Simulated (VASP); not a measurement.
# KTaO3 in VASP: a series of runs, part 2 of 2

VASP 6.6.1. Earlier steps stand in the parts before.

### 4 Single point, PBEsol

The input, INCAR:

```
SYSTEM = KTaO3
PREC = Accurate
ENCUT = 520
EDIFF = 1E-6
ISMEAR = -1
SIGMA = 0.05
LREAL = .False.
LASPH = .True.
NELM = 60
ALGO = Normal
ISIF = 2
LWAVE = .False.
LCHARG = .False.
GGA = PS
NBANDS = 27
```

The input, KPOINTS:

```
regular mesh
0
Gamma
  6 6 6
  0 0 0
```

The input, POSCAR:

```
KTaO3
1.0
    3.9883000000      0.0000000000      0.0000000000
    0.0000000000      3.9883000000      0.0000000000
    0.0000000000      0.0000000000      3.9883000000
Ta K O
1 1 3
Direct
    0.0000000000      0.0000000000      0.0000000000
    0.5000000000      0.5000000000      0.5000000000
    0.0000000000      0.0000000000      0.5000000000
    0.0000000000      0.5000000000      0.0000000000
    0.5000000000      0.0000000000      0.0000000000
```

Potentials or basis: VASP PAW PBE potentials, release 64 (Ta_pv, K_sv, O).

Launch:

```sh
$ cat potpaw_PBE.64/Ta_pv/POTCAR potpaw_PBE.64/K_sv/POTCAR potpaw_PBE.64/O/POTCAR > POTCAR
$ mpirun -np 1 vasp_std > vasp.out
```

OUTCAR:

```text
SYSTEM = KTaO3
   PREC = Accurate
   ENCUT = 520
   EDIFF = 1E-6
   ISMEAR = -1
   LREAL = .False.
   LASPH = .True.
   NELM = 60
   ISIF = 2
   GGA = PS

 ion  position               nearest neighbor table
   1  0.000  0.000  0.000-   3 1.99   4 1.99   5 1.99   3 1.99   4 1.99   5 1.99   2 3.45   2 3.45
                             2 3.45   2 3.45   2 3.45   2 3.45   2 3.45   2 3.45
   2  0.500  0.500  0.500-   3 2.82   4 2.82   5 2.82   4 2.82   5 2.82   3 2.82   5 2.82   5 2.82
                             3 2.82   4 2.82   4 2.82   3 2.82   1 3.45   1 3.45   1 3.45   1 3.45
   3  0.000  0.000  0.500-   1 1.99   1 1.99   2 2.82   2 2.82   2 2.82   2 2.82
[... 799 lines left out ...]
  -------------------------------------------------------------------------------------
  Total        0.1113762      0.1113762      0.1113762      0.0000000      0.0000000     -0.0000000
  in kB        2.8128033      2.8128033      2.8128033      0.0000000      0.0000000     -0.0000000
  external PRESSURE =       2.8128033 kB  Pullay stress =       0.0000000 kB

 VOLUME and BASIS-vectors are now :
 -----------------------------------------------------------------------------
  energy-cutoff  :      520.00
  volume of cell :       63.44
      direct lattice vectors                 reciprocal lattice vectors
     3.988300000  0.000000000  0.000000000     0.250733395  0.000000000  0.000000000
     0.000000000  3.988300000  0.000000000     0.000000000  0.250733395  0.000000000
     0.000000000  0.000000000  3.988300000     0.000000000  0.000000000  0.250733395

 POSITION                                       TOTAL-FORCE (eV/Angst)
 -----------------------------------------------------------------------------------
      0.00000      0.00000      0.00000         0.000000      0.000000      0.000000
      1.99415      1.99415      1.99415         0.000000      0.000000      0.000000
      0.00000      0.00000      1.99415         0.000000      0.000000      0.000000
      0.00000      1.99415      0.00000         0.000000      0.000000      0.000000
      1.99415      0.00000      0.00000         0.000000      0.000000      0.000000
 -----------------------------------------------------------------------------------
    total drift:                                0.000000     -0.000000      0.000000

  FREE ENERGIE OF THE ION-ELECTRON SYSTEM (eV)
  ---------------------------------------------------
  free  energy   TOTEN  =       -42.9201505582 eV

  energy  without entropy=      -42.9201505580  energy(sigma->0) =      -42.92015056
```

stdout:

```text
POSCAR found type information on POSCAR TaK O
 POSCAR found :  3 types and       5 ions
 scaLAPACK will be used
 -----------------------------------------------------------------------------
|                                                                             |
|                                                                             |
|     You enforced a specific xc type in the INCAR file but a different       |
|     I HOPE YOU KNOW WHAT YOU ARE DOING!                                     |
|                                                                             |
 -----------------------------------------------------------------------------

 LDA part: xc-table for (Slater+PW92), standard interpolation
 POSCAR, INCAR and KPOINTS ok, starting setup
 FFT: planning ... GRIDC
 FFT: planning ... GRID_SOFT
 FFT: planning ... GRID
 WAVECAR not read
 entering main loop
```

Wall time 19 s (1 thread of Intel Xeon 6975P-C (Granite Rapids), shared host); peak memory 0.18 GiB.

Results:

```
Free energy            : -42.9202 eV
Pressure               : 0.3 GPa
Band gap on the k mesh : 2.08 eV, indirect (least direct gap 2.71 eV)
```

Levels at points of the mesh, in eV from the valence-band top:
```csv
k point,band 15,band 16,band 17,band 18,band 19,band 20,band 21,band 22,band 23,band 24
"(0.00, 0.00, 0.00)",-1.07,-1.07,-0.62,-0.62,-0.62,2.08,2.08,2.08,6.44,6.75
"(0.50, 0.00, 0.00)",-2.35,-2.18,-1.55,-0.85,-0.85,2.25,4.98,4.98,6.79,8.39
"(0.50, 0.50, 0.00)",-2.88,-1.66,-1.45,-1.45,-0.04,5.02,5.02,6.31,7.63,10.03
"(0.50, 0.50, 0.50)",-3.95,-3.95,0.00,0.00,0.00,6.45,6.45,6.45,8.80,8.80
```

Caveat: the PAW data sets were made with another functional, which shifts forces and pressure a little; spin-orbit coupling is left out, which moves the levels of the heavy elements.

### 5 Single point, PBEsol

This run uses another cell than the first one, of 11.69 Å³/atom, 0.922 times its volume.

Edit INCAR of step 4 so:

```diff
@@ -3,3 +3,3 @@
 ENCUT = 520
-EDIFF = 1E-6
+EDIFF = 1E-7
 ISMEAR = -1
@@ -8,3 +8,3 @@
 LASPH = .True.
-NELM = 60
+NELM = 100
 ALGO = Normal
```

The input, KPOINTS:

```
Automatic mesh
0
Gamma
  6 6 6
  0 0 0
```

Edit POSCAR of step 4 so:

```diff
@@ -2,4 +2,4 @@
 1.0
-    3.9883000000      0.0000000000      0.0000000000
-    0.0000000000      3.9883000000      0.0000000000
+    3.8287680000      0.0000000000      0.0000000000
+    0.0000000000      3.8287680000      0.0000000000
     0.0000000000      0.0000000000      3.9883000000
```

Launch:

```sh
$ cat potpaw_PBE.64/Ta_pv/POTCAR potpaw_PBE.64/K_sv/POTCAR potpaw_PBE.64/O/POTCAR > POTCAR
$ mpirun -np 1 vasp_std > vasp.out
```

Wall time 26 s (1 thread of Intel Xeon 6975P-C (Granite Rapids), shared host); peak memory 0.19 GiB.

The run converged. Its results:

* Free energy: -42.5124 eV
* Pressure: 21.2 GPa
* Band gap on the k mesh: 2.20 eV, indirect (least direct gap 2.74 eV)

Stress tensor (GPa, compression positive):
```
27.97  0.00  0.00
 0.00 27.97  0.00
 0.00  0.00  7.56
```

Levels at points of the mesh, in eV from the valence-band top:
| k point | band 17 | band 18 | band 19 | band 20 | band 21 | band 22 |
| --- | --- | --- | --- | --- | --- | --- |
| (0.00, 0.00, 0.00) | -0.63 | -0.54 | -0.54 | 2.20 | 2.20 | 2.27 |
| (0.50, 0.00, 0.00) | -1.72 | -0.86 | -0.76 | 2.43 | 5.72 | 5.72 |
| (0.50, 0.50, 0.00) | -1.28 | -1.28 | -0.09 | 5.77 | 5.77 | 7.28 |
| (0.00, 0.00, 0.50) | -1.85 | -0.85 | -0.85 | 2.43 | 5.14 | 5.14 |
| (0.50, 0.00, 0.50) | -1.70 | -1.44 | -0.08 | 5.20 | 5.75 | 6.88 |
| (0.50, 0.50, 0.50) | -0.05 | 0.00 | 0.00 | 7.09 | 7.09 | 7.47 |

Caveat: the PAW data sets were made with another functional, which shifts forces and pressure a little; spin-orbit coupling is left out, which moves the levels of the heavy elements. A k mesh can miss the band edges.

### 6 Single point, PBEsol+U

The input, INCAR:

```
SYSTEM = KTaO3
  PREC = Accurate
  ENCUT = 520
  EDIFF = 1E-6
  ISMEAR = -1
  SIGMA = 0.05
  LREAL = .False.
  LASPH = .True.
  NELM = 150
  ALGO = Normal
  ISIF = 2
  LWAVE = .False.
  LCHARG = .True.
  LMAXMIX = 4
  LDAU = .True.
  LDAUTYPE = 2
  LDAUL = 2 -1 -1
  LDAUU = 2 0 0
  LDAUJ = 0 0 0
  LDAUPRINT = 1
  GGA = PS
  LELF = .True.
  LVHAR = .True.
  NBANDS = 27
```

The input, KPOINTS:

```
regular mesh
0
Gamma
  7 7 7
  0 0 0
```

Edit POSCAR of step 5 so:

```diff
@@ -2,4 +2,4 @@
 1.0
-    3.8287680000      0.0000000000      0.0000000000
-    0.0000000000      3.8287680000      0.0000000000
+    3.9883000000      0.0000000000      0.0000000000
+    0.0000000000      3.9883000000      0.0000000000
     0.0000000000      0.0000000000      3.9883000000
```

Potentials or basis: VASP PAW PBE potentials, release 64 (Ta_pv, K_sv, O).

Launch:

```sh
$ cat potpaw_PBE.64/Ta_pv/POTCAR potpaw_PBE.64/K_sv/POTCAR potpaw_PBE.64/O/POTCAR > POTCAR
$ mpirun -np 1 vasp_std > vasp.out
```

It took 18 s on 1 thread of Intel Xeon 6975P-C (Granite Rapids), shared host; peak memory 0.18 GiB.

Results (log left out):

| Quantity | Value |
| --- | --- |
| Free energy | -41.3145 eV |
| Pressure | 2.2 GPa |
| Band gap on the k mesh | 2.40 eV, indirect (least direct gap 2.99 eV) |

Levels at points of the mesh, in eV from the valence-band top:
| k point | band 15 | band 16 | band 17 | band 18 | band 19 | band 20 | band 21 | band 22 | band 23 | band 24 |
| --- | --- | --- | --- | --- | --- | --- | --- | --- | --- | --- |
| (0.00, 0.00, 0.00) | -1.02 | -1.02 | -0.59 | -0.59 | -0.59 | 2.40 | 2.40 | 2.40 | 6.46 | 6.87 |

Eigenvalues of the final occupation matrices:
| site | spin | trace | eigenvalues |
| --- | --- | --- | --- |
| site 1 d | 1 | 1.02 | 0.15 0.15 0.15 0.28 0.28 |
| site 1 d | 2 | 1.02 | 0.15 0.15 0.15 0.28 0.28 |

Caveat: the PAW data sets were made with another functional, which shifts forces and pressure a little; spin-orbit coupling is left out, which moves the levels of the heavy elements. A k mesh can miss the band edges.

### 7 The runs side by side

| task | level | spin | U | cell | k mesh | cutoff (eV) | gap on the mesh (eV) | pressure (GPa) |
| --- | --- | --- | --- | --- | --- | --- | --- | --- |
| relaxation of cell and atoms | PBE | off | - | relaxed from a = 3.988 Å, 5 atoms | 7 × 7 × 7 | 600 | 2.17 | 0.0 |
| single point | r2SCAN | non-collinear, zero start, SOC | - | a = 3.988 Å, 5 atoms | 5 × 5 × 5 | 520 | - | 1.4 |
| single point | PBEsol | off | - | a = 3.988 Å, 5 atoms | 6 × 6 × 6 | 520 | 2.08 | 0.3 |
| single point | PBEsol | off | - | a = 3.829, b = 3.829, c = 3.988 Å, 5 atoms | 6 × 6 × 6 | 520 | 2.20 | 21.2 |
| single point | PBEsol+U | off | Ta d U = 2.0 eV | a = 3.988 Å, 5 atoms | 7 × 7 × 7 | 520 | 2.40 | 2.2 |

Alike in all rows: potentials or basis VASP PAW PBE potentials, release 64 (Ta_pv, K_sv, O); smearing fermi-dirac 0.05 eV.

The pressure there spans 0.3 GPa (PBEsol) to 2.2 GPa (PBEsol+U); a positive pressure means that this level wants a larger cell, a negative one a smaller.

Caveats: spin-orbit coupling is left out, which moves the levels of the heavy elements (some runs); the PAW data sets were made with another functional, which shifts forces and pressure a little (some runs).

Total energies depend on the potentials used, so only differences within one code and one set of settings carry meaning.
